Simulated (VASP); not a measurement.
# Ti (P6_3/mmc) in VASP: settings compared

The runs below take Ti through single point, with PBE+D3(BJ), revPBE+D4.

Program: VASP 6.6.1. These are calculated values, not measurements. Logs are shortened: lines on timing, memory, paths and dates and some standing lists are left out, and cuts for length are marked.

## Step 1: The cell of the first run

It takes space group P6_3/mmc (No. 194, hexagonal). The conventional cell has a = 2.889 Å, b = 2.889 Å, c = 4.565 Å, α = 90.00°, β = 90.00°, γ = 120.00°. Within 3.7 Å of Ti (site symmetry -6m2) lie 12 Ti at 2.83 to 2.89 Å.

## Step 2: Single point, PBE+D3(BJ)

The input, INCAR:

```
ALGO = Normal
EDIFF = 1E-6
ENCUT = 520
GGA = PE
ISIF = 2
ISMEAR = -1
IVDW = 12
LASPH = T
LCHARG = T
LELF = T
LREAL = F
LVHAR = T
LWAVE = F
NBANDS = 19
NELM = 80
PREC = Accurate
SIGMA = 0.05
```

The input, KPOINTS:

```
k-points
0
Gamma
  10 10 6
```

The input, POSCAR:

```
Ti
1.0
    2.8894701224      0.0000000000      0.0000000000
   -1.4447350612      2.5023545295      0.0000000000
    0.0000000000      0.0000000000      4.5646620217
Ti
2
Direct
    0.6666666667      0.3333333333      0.7500000000
    0.3333333333      0.6666666667      0.2500000000
```

Potentials or basis: VASP PAW PBE potentials, release 64 (Ti_sv).

Command:

```bash
> cat potpaw_PBE.64/Ti_sv/POTCAR > POTCAR
> mpirun -np 1 vasp_std > vasp.out
```

OUTCAR:

```text
EDIFF = 1E-6
   ENCUT = 520
   GGA = PE
   ISIF = 2
   ISMEAR = -1
   IVDW = 12
   LASPH = T
   LREAL = F
   NELM = 80
   PREC = Accurate
 IVDW          = 12

 ion  position               nearest neighbor table
   1  0.667  0.333  0.750-   2 2.83   2 2.83   2 2.83   2 2.83   2 2.83   2 2.83
   2  0.333  0.667  0.250-   1 2.83   1 2.83   1 2.83   1 2.83   1 2.83   1 2.83

  LATTYP: Found a hexagonal cell.
 ALAT       =     2.8894701224
 C/A-ratio  =     1.5797574740

  Lattice vectors:

 A1 = (   2.8894701224,   0.0000000000,   0.0000000000)
 A2 = (  -1.4447350612,   2.5023545295,   0.0000000000)
 A3 = (   0.0000000000,   0.0000000000,   4.5646620217)

Analysis of symmetry for initial positions (statically):
=====================================================================
 Subroutine PRICEL returns:
 Original cell was already a primitive cell.

 Routine SETGRP: Setting up the symmetry group for a
 hexagonal supercell.

 Subroutine GETGRP returns: Found 24 space group operations
 (whereof 12 operations were pure point group operations)
 out of a pool of 24 trial point group operations.

The static configuration has the point symmetry D_3d.
 The point group associated with its full space group is D_6h.

Analysis of symmetry for dynamics (positions and initial velocities):
=====================================================================
 Subroutine PRICEL returns:
 Original cell was already a primitive cell.

 Routine SETGRP: Setting up the symmetry group for a
 hexagonal supercell.

 Subroutine GETGRP returns: Found 24 space group operations
 (whereof 12 operations were pure point group operations)
 out of a pool of 24 trial point group operations.

The dynamic configuration has the point symmetry D_3d.
 The point group associated with its full space group is D_6h.

 Subroutine INISYM returns: Found 24 space group operations
 (whereof 12 operations are pure point group operations),
 and found     1 'primitive' translations

----------------------------------------------------------------------------------------

                                     Primitive cell

  volume of cell :      33.0047

  direct lattice vectors                    reciprocal lattice vectors
     2.889470122  0.000000000  0.000000000     0.346084215  0.199811815  0.000000000
    -1.444735061  2.502354529  0.000000000     0.000000000  0.399623630  0.000000000
     0.000000000  0.000000000  4.564662022     0.000000000  0.000000000  0.219074270

  length of vectors
     2.889470122  2.889470122  4.564662022     0.399623630  0.399623630  0.219074270

  position of ions in fractional coordinates (direct lattice)
     0.666666667  0.333333333  0.750000000
     0.333333333  0.666666667  0.250000000

  ion indices of the primitive-cell ions
   primitive index   ion index
                 1           1
                 2           2

----------------------------------------------------------------------------------------

 KPOINTS: k-points

Automatic generation of k-mesh.
 Grid dimensions read from file:
 generate k-points for:   10   10    6

 Generating k-lattice:

  Cartesian coordinates                     Fractional coordinates (reciprocal lattice)
     0.034608422  0.019981181  0.000000000     0.100000000  0.000000000  0.000000000
     0.000000000  0.039962363  0.000000000     0.000000000  0.100000000  0.000000000
     0.000000000  0.000000000  0.036512378     0.000000000  0.000000000  0.166666667

  Length of vectors
     0.039962363  0.039962363  0.036512378

  Shift w.r.t. Gamma in fractional coordinates (k-lattice)
     0.000000000  0.000000000  0.000000000

 Subroutine IBZKPT returns following result:
 ===========================================

 Found     56 irreducible k-points:

 Following reciprocal coordinates:
            Coordinates               Weight
  0.000000  0.000000  0.000000      1.000000
  0.100000  0.000000  0.000000      6.000000
  0.200000  0.000000  0.000000      6.000000
  0.300000  0.000000  0.000000      6.000000
  0.400000  0.000000  0.000000      6.000000
  0.500000  0.000000  0.000000      3.000000
[... 16 lines left out ...]
  0.300000  0.100000  0.166667     24.000000
  0.400000  0.100000  0.166667     24.000000
 [... further k-points ...]
   k-points           NKPTS =     56   k-points in BZ     NKDIM =     56   number of bands    NBANDS=     19
   number of dos      NEDOS =    301   number of ions     NIONS =      2
   total plane-waves  NPLWV =  20736
   dimension x,y,z NGX =    24 NGY =   24 NGZ =   36
   dimension x,y,z NGXF=    48 NGYF=   48 NGZF=   72
   ions per type =               2
   NGX,Y,Z   is equivalent  to a cutoff of  13.81, 13.81, 13.11 a.u.
   NGXF,Y,Z  is equivalent  to a cutoff of  27.62, 27.62, 26.22 a.u.
 SYSTEM =  unknown system
   PREC   = accura    normal or accurate (medium, high low for compatibility)
   ISTART =      0    job   : 0-new  1-cont  2-samecut
   ICHARG =      2    charge: 1-file 2-atom 10-const
   ISPIN  =      1    spin polarized calculation?
   LNONCOLLINEAR =      F non collinear calculations
   LSORBIT =      F    spin-orbit coupling
   LASPH  =      T    aspherical Exc in radial PAW
   ENCUT  =  520.0 eV  38.22 Ry    6.18 a.u.   5.37  5.37  8.49*2*pi/ulx,y,z
   NELM   =     80;   NELMIN=  2; NELMDL= -5     # of ELM steps
   EDIFF  = 0.1E-05   stopping-criterion for ELM
   LREAL  =      F    real-space projection
   EDIFFG = 0.1E-04   stopping-criterion for IOM
   NSW    =      0    number of steps for IOM
   IBRION =     -1    ionic relax: 0-MD 1-quasi-New 2-CG
   NFREE  =      0    steps in history (QN), initial steepest desc. (CG)
   ISIF   =      2    stress and relaxation
   ISYM   =      2    0-nonsym 1-usesym 2-fastsym
   POTIM  = 0.5000    time-step for ionic-motion
   TEBEG  =    0.0;   TEEND  =   0.0 temperature during run
   PSTRESS=    0.0 pullay stress
   NELECT =      24.0000    total number of electrons
   NUPDOWN=      -1.0000    fix difference up-down
   EMIN   =  10.00;   EMAX   =-10.00  energy-range for DOS
   EFERMI =   0.00;   METHOD = LEGACY
   ISMEAR =    -1;   SIGMA  =   0.05  broadening in eV -4-tet -1-fermi 0-gaus
   EFERMI_NEDOS =   21; number of points for ismear=-14 and -15
   IALGO  =     38    algorithm
   IMIX   =      4    mixing-type and parameters
     AMIX     =   0.40;   BMIX     =  1.00
     AMIX_MAG =   1.60;   BMIX_MAG =  1.00
  volume/ion in A,a.u.               =      16.50       111.36
  Fermi-wavevector in a.u.,A,eV,Ry     =   1.472154  2.781968 29.487070  2.167238
  Thomas-Fermi vector in A             =   2.587203
   LORBIT       =      0    0 simple, 1 ext, 2 COOP (PROOUT), +10 PAW based schemes
   GGA     = PE    functional components
   LHFCALC =     F    Hartree Fock is set to
   AEXX    =    0.0000 exact exchange contribution
   IVDW    =    12    specifies the selected vdW correction
   LEPSILON=     F    determine dielectric tensor
   LRPA    =     F    only Hartree local field effects (RPA)
 non-spin polarized calculation
  energy-cutoff  :      520.00
  volume of cell :       33.00
 maximum number of plane-waves:       911
 NGX is ok and might be reduce to    24
   NGX = 11   NGY = 11   NGZ = 17

 number of electron      24.0000000 magnetization

 Free energy of the ion-electron system (eV)
  ---------------------------------------------------
  ext. energy  EPLUGINS =         0.00000000
  ---------------------------------------------------
  free energy    TOTEN  =       -15.64680155 eV

  energy without entropy =      -15.62798068  energy(sigma->0) =      -15.63739111

 E-fermi :   8.8828     XC(G=0): -11.7404

 val. band max:        8.8674008296   @ k =   0.3000   0.2000   0.5000
 cond. band min:       8.9178891248   @ k =   0.3000   0.2000   0.3333
 fundamental gap:      0.0504882951
 Fermi energy:         8.8827536964

 k-point     1 :       0.0000    0.0000    0.0000
  band No.  band energies     occupation
      1     -47.8873      2.00000
      2     -47.7178      2.00000
      3     -24.5403      2.00000
      4     -23.7864      2.00000
      5     -23.7864      2.00000
      6     -23.7018      2.00000
[... 11 lines left out ...]
     18      10.5914      0.00000
     19      12.2410      0.00000

 k-point     2 :       0.1000    0.0000    0.0000
  band No.  band energies     occupation
      1     -47.8755      2.00000
      2     -47.7132      2.00000
      3     -24.5146      2.00000
      4     -23.8386      2.00000
      5     -23.8038      2.00000
      6     -23.7218      2.00000
[... 11 lines left out ...]
     18      10.4318      0.00000
     19      12.3279      0.00000

 k-point     3 :       0.2000    0.0000    0.0000
  band No.  band energies     occupation
      1     -47.8433      2.00000
      2     -47.7021      2.00000
      3     -24.4427      2.00000
      4     -23.9766      2.00000
      5     -23.8593      2.00000
      6     -23.8474      2.00000
[... 11 lines left out ...]
     18      10.9348      0.00000
     19      12.4890      0.00000

 k-point     4 :       0.3000    0.0000    0.0000
  band No.  band energies     occupation
      1     -47.8006      2.00000
      2     -47.6911      2.00000
      3     -24.3398      2.00000
      4     -24.1490      2.00000
      5     -24.0214      2.00000
      6     -23.8987      2.00000
[... 11 lines left out ...]
     18      11.6509      0.00000
     19      12.6156      0.00000

 k-point     5 :       0.4000    0.0000    0.0000
  band No.  band energies     occupation
      1     -47.7611      2.00000
      2     -47.6869      2.00000
      3     -24.2891      2.00000
      4     -24.2330      2.00000
      5     -24.1473      2.00000
      6     -23.9387      2.00000
[... 11 lines left out ...]
     18      12.4585      0.00000
     19      12.6843      0.00000
[... 334 lines left out ...]
      2     -47.7154      2.00000
      3     -24.4263      2.00000
      4     -23.9049      2.00000
      5     -23.8902      2.00000
      6     -23.8189      2.00000
[... 11 lines left out ...]
     18      10.9511      0.00000
     19      12.3867      0.00000

 k-point    22 :       0.2000    0.1000    0.1667
  band No.  band energies     occupation
      1     -47.8078      2.00000
      2     -47.7026      2.00000
      3     -24.3639      2.00000
      4     -24.0492      2.00000
      5     -24.0056      2.00000
      6     -23.8763      2.00000
[... 11 lines left out ...]
     18      11.5100      0.00000
     19      12.4715      0.00000

 k-point    23 :       0.3000    0.1000    0.1667
  band No.  band energies     occupation
      1     -47.7684      2.00000
      2     -47.6932      2.00000
      3     -24.3285      2.00000
      4     -24.1771      2.00000
      5     -24.0933      2.00000
      6     -23.9337      2.00000
[... 11 lines left out ...]
     18      12.1204      0.00000
     19      12.6934      0.00000

 k-point    24 :       0.4000    0.1000    0.1667
  band No.  band energies     occupation
      1     -47.7396      2.00000
      2     -47.6916      2.00000
      3     -24.3650      2.00000
      4     -24.2297      2.00000
      5     -24.1021      2.00000
      6     -23.9593      2.00000
[... 11 lines left out ...]
     18      12.5324      0.00000
     19      13.3071      0.00000

 [... further k-points ...]

------------------------ aborting loop because EDIFF is reached ----------------------------------------

 Edisp (eV)   -1.26923

 E8    (eV) :    -0.6027

  FORCE on cell =-STRESS in cart. coord.  units (eV):
  Direction    XX          YY          ZZ          XY          YZ          ZX
  --------------------------------------------------------------------------------------
  -------------------------------------------------------------------------------------
  Total      -0.05735    -0.05735    -0.07455     0.00000     0.00000     0.00000
  in kB      -2.78396    -2.78396    -3.61902     0.00000     0.00000     0.00000
  external pressure =       -3.06 kB  Pullay stress =        0.00 kB

 VOLUME and BASIS-vectors are now :
 -----------------------------------------------------------------------------
  energy-cutoff  :      520.00
  volume of cell :       33.00
      direct lattice vectors                 reciprocal lattice vectors
     2.889470122  0.000000000  0.000000000     0.346084215  0.199811815  0.000000000
    -1.444735061  2.502354529  0.000000000     0.000000000  0.399623630  0.000000000
     0.000000000  0.000000000  4.564662022     0.000000000  0.000000000  0.219074270

 POSITION                                       TOTAL-FORCE (eV/Angst)
 -----------------------------------------------------------------------------------
      1.44474      0.83412      3.42350         0.000000     -0.000000      0.000000
     -0.00000      1.66824      1.14117        -0.000000      0.000000      0.000000
 -----------------------------------------------------------------------------------
    total drift:                               -0.000000      0.000000     -0.000000

  FREE ENERGIE OF THE ION-ELECTRON SYSTEM (eV)
  ---------------------------------------------------
  free  energy   TOTEN  =       -16.9160316008 eV

  energy  without entropy=      -16.8972107320  energy(sigma->0) =      -16.90662117
```

Wall time 28 s (1 thread of Intel Xeon 6975P-C, shared host); peak memory 0.18 GiB.

What came out:

```
Free energy                : -16.9160 eV
Pressure                   : -0.3 GPa
Band gap on the k mesh     : zero (band 12 reaches 9.69 eV, above the bottom of band 13 at 8.68 eV)
Dispersion energy per atom : -0.635 eV
```

Caveat: pairwise dispersion overbinds metals, which lowers pressure and volume.

## Step 3: Single point, revPBE+D4

This run uses another cell than the first one, of 17.31 Å³/atom, 1.049 times its volume.

The input, INCAR:

```
SYSTEM = Ti
PREC = Accurate
ENCUT = 520
EDIFF = 1E-6
ISMEAR = -1
SIGMA = 0.05
LREAL = .False.
LASPH = .True.
NELM = 100
ALGO = Normal
ISIF = 2
LWAVE = .False.
LCHARG = .False.
GGA = RE
IVDW = 13
NBANDS = 19
```

The input, KPOINTS:

```
regular mesh
0
Gamma
  10 10 6
  0 0 0
```

The input, POSCAR:

```
Ti
1.0
    2.9343739738      0.0000000000      0.0000000000
   -1.4671869869      2.5412424055      0.0000000000
    0.0000000000      0.0000000000      4.6426866036
Ti
2
Direct
    0.6666666667      0.3333333333      0.7500000000
    0.3333333333      0.6666666667      0.2500000000
```

Potentials or basis: VASP PAW PBE potentials, release 64 (Ti_sv).

Command:

```bash
> cat potpaw_PBE.64/Ti_sv/POTCAR > POTCAR
> mpirun -np 1 vasp_std > vasp.out
```

It took 33 s on 1 thread of Intel Xeon 6975P-C, shared host; peak memory 0.17 GiB.

Results (log left out):

- Free energy: -15.6558 eV
- Pressure: -0.2 GPa
- Band gap on the k mesh: zero (band 12 reaches 9.24 eV, above the bottom of band 13 at 8.22 eV)
- Dispersion energy per atom: -0.308 eV

Stress tensor (GPa, compression positive):
```
-0.21  0.00  0.00
 0.00 -0.21  0.00
 0.00  0.00 -0.29
```

Levels at points of the mesh, in eV from the Fermi level:
```tsv
k point	band 8	band 9	band 10	band 11	band 12	band 13	band 14	band 15	band 16	band 17
(0.00, 0.00, 0.00)	-32.74	-6.23	-2.69	0.77	0.79	0.79	0.91	1.29	1.29	1.64
(0.50, 0.00, 0.00)	-32.81	-2.35	-2.16	-1.84	-0.64	0.50	0.65	1.20	3.36	3.59
(0.00, 0.00, 0.50)	-32.79	-4.36	-4.36	0.10	0.10	0.70	0.70	0.70	0.70	2.83
(0.50, 0.00, 0.50)	-32.90	-2.54	-2.54	-0.81	-0.81	1.33	1.33	1.75	1.75	3.50
```

Caveat: the PAW data sets were made with another functional, which shifts forces and pressure a little; pairwise dispersion overbinds metals, which lowers pressure and volume.
